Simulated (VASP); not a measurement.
# Rh (Pm-3m) in VASP: a series of runs

The runs below take Rh through single point, with BLYP.

All numbers are computed with VASP 6.6.1; they aren't measurements. Logs are shortened: lines on timing, memory, paths and dates and some standing lists are left out, and cuts for length are marked.

## Step 1: The cell of the first run

Symmetry: Pm-3m, No. 221, cubic system. The conventional cell has a = 2.549 Å, b = 2.549 Å, c = 2.549 Å, α = 90.00°, β = 90.00°, γ = 90.00°. Rh (site symmetry m-3m) has 6 Rh at 2.55 Å within 3.4 Å.

## Step 2: Single point, BLYP (volume scaled by 0.96)

Input file INCAR:

```
PREC = Accurate ; ENCUT = 520
EDIFF = 1E-6 ; ISMEAR = -1
SIGMA = 0.1 ; LREAL = False
LASPH = True ; NELM = 60
ALGO = Normal ; ISIF = 2
LWAVE = False ; LCHARG = False
GGA = B5 ; ALDAX = 1.0
AGGAX = 1.0 ; AGGAC = 1.0
ALDAC = 0.0 ; NBANDS = 14
```

Input file KPOINTS:

```
Automatic mesh
0
Gamma
  14 14 14
```

Input file POSCAR:

```
Rh
1.0
    2.5493172719      0.0000000000      0.0000000000
    0.0000000000      2.5493172719      0.0000000000
    0.0000000000      0.0000000000      2.5493172719
Rh
1
Direct
    0.0000000000      0.0000000000      0.0000000000
```

Potentials or basis: VASP PAW PBE potentials, release 64 (Rh_pv).

Started as:

```
$ cat potpaw_PBE.64/Rh_pv/POTCAR > POTCAR
$ mpirun -np 1 vasp_std > vasp.out
```

OUTCAR:

```text
PREC = Accurate
   ENCUT = 520
   EDIFF = 1E-6
   ISMEAR = -1
   LREAL = False
   LASPH = True
   NELM = 60
   ISIF = 2
   GGA = B5

 ion  position               nearest neighbor table
   1  0.000  0.000  0.000-

  LATTYP: Found a simple cubic cell.
 ALAT       =     2.5493172719

  Lattice vectors:

 A1 = (   2.5493172719,   0.0000000000,   0.0000000000)
 A2 = (   0.0000000000,   2.5493172719,   0.0000000000)
 A3 = (   0.0000000000,   0.0000000000,   2.5493172719)

Analysis of symmetry for initial positions (statically):
=====================================================================
 Subroutine PRICEL returns:
 Original cell was already a primitive cell.

 Routine SETGRP: Setting up the symmetry group for a
 simple cubic supercell.

 Subroutine GETGRP returns: Found 48 space group operations
 (whereof 48 operations were pure point group operations)
 out of a pool of 48 trial point group operations.

The static configuration has the point symmetry O_h .

Analysis of symmetry for dynamics (positions and initial velocities):
=====================================================================
 Subroutine PRICEL returns:
 Original cell was already a primitive cell.

 Routine SETGRP: Setting up the symmetry group for a
 simple cubic supercell.

 Subroutine GETGRP returns: Found 48 space group operations
 (whereof 48 operations were pure point group operations)
 out of a pool of 48 trial point group operations.

The dynamic configuration has the point symmetry O_h .

 Subroutine INISYM returns: Found 48 space group operations
 (whereof 48 operations are pure point group operations),
 and found     1 'primitive' translations

----------------------------------------------------------------------------------------

                                     Primitive cell

  volume of cell :      16.5681

  direct lattice vectors                    reciprocal lattice vectors
     2.549317272  0.000000000  0.000000000     0.392261886  0.000000000  0.000000000
     0.000000000  2.549317272  0.000000000     0.000000000  0.392261886  0.000000000
     0.000000000  0.000000000  2.549317272     0.000000000  0.000000000  0.392261886

  length of vectors
     2.549317272  2.549317272  2.549317272     0.392261886  0.392261886  0.392261886

  position of ions in fractional coordinates (direct lattice)
     0.000000000  0.000000000  0.000000000

  ion indices of the primitive-cell ions
   primitive index   ion index
                 1           1

----------------------------------------------------------------------------------------

 KPOINTS: Automatic mesh

Automatic generation of k-mesh.
 Grid dimensions read from file:
 generate k-points for:   14   14   14

 Generating k-lattice:

  Cartesian coordinates                     Fractional coordinates (reciprocal lattice)
     0.028018706  0.000000000  0.000000000     0.071428571  0.000000000  0.000000000
     0.000000000  0.028018706  0.000000000     0.000000000  0.071428571  0.000000000
     0.000000000  0.000000000  0.028018706     0.000000000  0.000000000  0.071428571

  Length of vectors
     0.028018706  0.028018706  0.028018706

  Shift w.r.t. Gamma in fractional coordinates (k-lattice)
     0.000000000  0.000000000  0.000000000

 Subroutine IBZKPT returns following result:
 ===========================================

 Found    120 irreducible k-points:

 Following reciprocal coordinates:
            Coordinates               Weight
  0.000000  0.000000  0.000000      1.000000
  0.071429  0.000000  0.000000      6.000000
  0.142857  0.000000  0.000000      6.000000
  0.214286  0.000000  0.000000      6.000000
  0.285714  0.000000  0.000000      6.000000
  0.357143  0.000000  0.000000      6.000000
[... 16 lines left out ...]
  0.285714  0.214286  0.000000     24.000000
  0.357143  0.214286  0.000000     24.000000
 [... further k-points ...]
   k-points           NKPTS =    120   k-points in BZ     NKDIM =    120   number of bands    NBANDS=     14
   number of dos      NEDOS =    301   number of ions     NIONS =      1
   total plane-waves  NPLWV =   8000
   dimension x,y,z NGX =    20 NGY =   20 NGZ =   20
   dimension x,y,z NGXF=    40 NGYF=   40 NGZF=   40
   ions per type =               1
   NGX,Y,Z   is equivalent  to a cutoff of  13.04, 13.04, 13.04 a.u.
   NGXF,Y,Z  is equivalent  to a cutoff of  26.08, 26.08, 26.08 a.u.
 SYSTEM =  unknown system
   PREC   = accura    normal or accurate (medium, high low for compatibility)
   ISTART =      0    job   : 0-new  1-cont  2-samecut
   ICHARG =      2    charge: 1-file 2-atom 10-const
   ISPIN  =      1    spin polarized calculation?
   LNONCOLLINEAR =      F non collinear calculations
   LSORBIT =      F    spin-orbit coupling
   LASPH  =      T    aspherical Exc in radial PAW
   ENCUT  =  520.0 eV  38.22 Ry    6.18 a.u.   4.74  4.74  4.74*2*pi/ulx,y,z
   NELM   =     60;   NELMIN=  2; NELMDL= -5     # of ELM steps
   EDIFF  = 0.1E-05   stopping-criterion for ELM
   LREAL  =      F    real-space projection
   EDIFFG = 0.1E-04   stopping-criterion for IOM
   NSW    =      0    number of steps for IOM
   IBRION =     -1    ionic relax: 0-MD 1-quasi-New 2-CG
   NFREE  =      0    steps in history (QN), initial steepest desc. (CG)
   ISIF   =      2    stress and relaxation
   ISYM   =      2    0-nonsym 1-usesym 2-fastsym
   POTIM  = 0.5000    time-step for ionic-motion
   TEBEG  =    0.0;   TEEND  =   0.0 temperature during run
   PSTRESS=    0.0 pullay stress
   NELECT =      15.0000    total number of electrons
   NUPDOWN=      -1.0000    fix difference up-down
   EMIN   =  10.00;   EMAX   =-10.00  energy-range for DOS
   EFERMI =   0.00;   METHOD = LEGACY
   ISMEAR =    -1;   SIGMA  =   0.10  broadening in eV -4-tet -1-fermi 0-gaus
   EFERMI_NEDOS =   21; number of points for ismear=-14 and -15
   IALGO  =     38    algorithm
   IMIX   =      4    mixing-type and parameters
     AMIX     =   0.40;   BMIX     =  1.00
     AMIX_MAG =   1.60;   BMIX_MAG =  1.00
  volume/ion in A,a.u.               =      16.57       111.81
  Fermi-wavevector in a.u.,A,eV,Ry     =   1.583731  2.992817 34.126177  2.508203
  Thomas-Fermi vector in A             =   2.683457
   LORBIT       =      0    0 simple, 1 ext, 2 COOP (PROOUT), +10 PAW based schemes
   GGA     = B5    functional components
   LHFCALC =     F    Hartree Fock is set to
   AEXX    =    0.0000 exact exchange contribution
   IVDW    =     0    specifies the selected vdW correction
   LEPSILON=     F    determine dielectric tensor
   LRPA    =     F    only Hartree local field effects (RPA)
 non-spin polarized calculation
  energy-cutoff  :      520.00
  volume of cell :       16.57
 maximum number of plane-waves:       466
 NGX is ok and might be reduce to    20
   NGX =  9   NGY =  9   NGZ =  9

 number of electron      15.0000005 magnetization

 Free energy of the ion-electron system (eV)
  ---------------------------------------------------
  ext. energy  EPLUGINS =         0.00000000
  ---------------------------------------------------
  free energy    TOTEN  =        -5.62525111 eV

  energy without entropy =       -5.56951924  energy(sigma->0) =       -5.59738517

 E-fermi :   9.4689     XC(G=0): -12.0597

 val. band max:        9.4658527477   @ k =   0.5000   0.2143   0.0714
 cond. band min:       9.4859248964   @ k =   0.2857   0.2143   0.0000
 fundamental gap:      0.0200721487
 Fermi energy:         9.4688936460

 k-point     1 :       0.0000    0.0000    0.0000
  band No.  band energies     occupation
      1     -36.3450      2.00000
      2     -36.3450      2.00000
      3     -36.3450      2.00000
      4       3.0122      2.00000
      5       4.5182      2.00000
      6       4.5182      2.00000
      7      10.1766      0.00169
      8      10.1766      0.00169
      9      10.1766      0.00169
     10      26.2025      0.00000
     11      26.2025      0.00000
     12      26.2025      0.00000
     13      30.3818      0.00000
     14      33.6255      0.00000

 k-point     2 :       0.0714    0.0000    0.0000
  band No.  band energies     occupation
      1     -36.3793      2.00000
      2     -36.3421      2.00000
      3     -36.3421      2.00000
      4       3.1558      2.00000
      5       4.5458      2.00000
      6       4.6501      2.00000
      7      10.0558      0.00564
      8      10.0558      0.00564
      9      10.1861      0.00153
     10      25.2457      0.00000
     11      26.4545      0.00000
     12      26.4545      0.00000
     13      30.3861      0.00000
     14      32.9820      0.00000

 k-point     3 :       0.1429    0.0000    0.0000
  band No.  band energies     occupation
      1     -36.4750      2.00000
      2     -36.3341      2.00000
      3     -36.3341      2.00000
      4       3.5320      2.00000
      5       4.6239      2.00000
      6       5.0750      2.00000
      7       9.7315      0.13498
      8       9.7315      0.13498
      9      10.2129      0.00117
     10      23.2846      0.00000
     11      27.1646      0.00000
     12      27.1646      0.00000
     13      30.3904      0.00000
     14      31.6369      0.00000
[... 324 lines left out ...]
 k-point    23 :       0.2857    0.2143    0.0000
  band No.  band energies     occupation
      1     -36.7329      2.00000
      2     -36.5700      2.00000
      3     -36.2875      2.00000
      4       5.0019      2.00000
      5       5.9201      2.00000
      6       6.9034      2.00000
      7       8.9218      1.99162
      8       8.9623      1.98747
      9       9.4859      0.91505
     10      20.2793      0.00000
     11      23.7983      0.00000
     12      29.7443      0.00000
     13      30.4110      0.00000
     14      31.5533      0.00000

 k-point    24 :       0.3571    0.2143    0.0000
  band No.  band energies     occupation
      1     -36.8637      2.00000
      2     -36.5565      2.00000
      3     -36.2760      2.00000
      4       5.2286      2.00000
      5       5.9385      2.00000
      6       7.1010      2.00000
      7       8.6057      1.99964
      8       9.5363      0.67508
      9      10.0304      0.00726
     10      18.3061      0.00000
     11      24.7983      0.00000
     12      29.0222      0.00000
     13      30.4068      0.00000
     14      32.5373      0.00000

 [... further k-points ...]
[... 5 lines left out ...]
  --------------------------------------------------------------------------------------
  -------------------------------------------------------------------------------------
  Total        0.7433076      0.7433076      0.7433076      0.0000000     -0.0000000      0.0000000
  in kB       71.8799037     71.8799037     71.8799037      0.0000000     -0.0000000      0.0000000
  external PRESSURE =      71.8799037 kB  Pullay stress =       0.0000000 kB

 VOLUME and BASIS-vectors are now :
 -----------------------------------------------------------------------------
  energy-cutoff  :      520.00
  volume of cell :       16.57
      direct lattice vectors                 reciprocal lattice vectors
     2.549317272  0.000000000  0.000000000     0.392261886  0.000000000  0.000000000
     0.000000000  2.549317272  0.000000000     0.000000000  0.392261886  0.000000000
     0.000000000  0.000000000  2.549317272     0.000000000  0.000000000  0.392261886

 POSITION                                       TOTAL-FORCE (eV/Angst)
 -----------------------------------------------------------------------------------
      0.00000      0.00000      0.00000         0.000000      0.000000      0.000000
 -----------------------------------------------------------------------------------
    total drift:                                0.000000      0.000000      0.000000

  FREE ENERGIE OF THE ION-ELECTRON SYSTEM (eV)
  ---------------------------------------------------
  free  energy   TOTEN  =        -5.6252511092 eV

  energy  without entropy=       -5.5695192355  energy(sigma->0) =       -5.59738517
```

Wall time 9.5 s (1 thread of Intel Xeon 6975P-C (Granite Rapids), shared host); peak memory 0.14 GiB.

Results:

- Free energy: -5.6253 eV
- Pressure: 7.2 GPa

Levels at points of the mesh, in eV from the Fermi level:
| k point | band 3 | band 4 | band 5 | band 6 | band 7 | band 8 | band 9 | band 10 | band 11 | band 12 |
| --- | --- | --- | --- | --- | --- | --- | --- | --- | --- | --- |
| (0.00, 0.00, 0.00) | -45.81 | -6.46 | -4.95 | -4.95 | 0.71 | 0.71 | 0.71 | 16.73 | 16.73 | 16.73 |
| (0.50, 0.00, 0.00) | -45.76 | -4.36 | -4.18 | -1.33 | -1.33 | 0.33 | 0.90 | 6.07 | 17.70 | 20.93 |
| (0.50, 0.50, 0.00) | -45.70 | -5.34 | -3.55 | -0.94 | -0.94 | 2.23 | 5.75 | 5.75 | 13.21 | 13.56 |
| (0.50, 0.50, 0.50) | -46.33 | -4.28 | -4.28 | -4.28 | 2.36 | 2.36 | 10.70 | 11.92 | 11.92 | 11.92 |

Caveat: the PAW data sets were made with another functional, which shifts forces and pressure a little.

(Continued in part 2 of 2.)
